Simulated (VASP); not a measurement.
Input of a VASP 6.6.1 run:

File INCAR:

```
PREC = Accurate
ENCUT = 520
EDIFF = 1E-7
ISMEAR = 0
SIGMA = 0.05
LREAL = False
LASPH = True
NELM = 60
ALGO = Fast
ISIF = 2
LWAVE = False
LCHARG = False
GGA = PS
NBANDS = 34
```

File KPOINTS:

```
regular mesh
0
Gamma
  8 8 8
```

Contents of POSCAR:

```
HfPb3
1.0
    4.6726907619      0.0000000000      0.0000000000
    0.0000000000      4.6726907619      0.0000000000
    0.0000000000      0.0000000000      4.6726907619
Hf Pb
1 3
Direct
    0.0000000000      0.0000000000      0.0000000000
    0.0000000000      0.5000000000      0.5000000000
    0.5000000000      0.5000000000      0.0000000000
    0.5000000000      0.0000000000      0.5000000000
```

Potentials or basis: VASP PAW PBE potentials, release 64 (Hf_pv, Pb_d).

Run with:

```console
$ cat potpaw_PBE.64/Hf_pv/POTCAR potpaw_PBE.64/Pb_d/POTCAR > POTCAR
$ mpirun -np 1 vasp_std > vasp.out
```

**Question.** What does it give for the band gap on the k mesh?

**Answer.** Zero (bands 26 and 27 overlap by 0.91 eV).

**Question.** What does it give for the pressure?

**Answer.** 1.2 GPa.

Caveat: the PAW data sets were made with another functional, which shifts forces and pressure a little; spin-orbit coupling is left out, which moves the levels of the heavy elements.
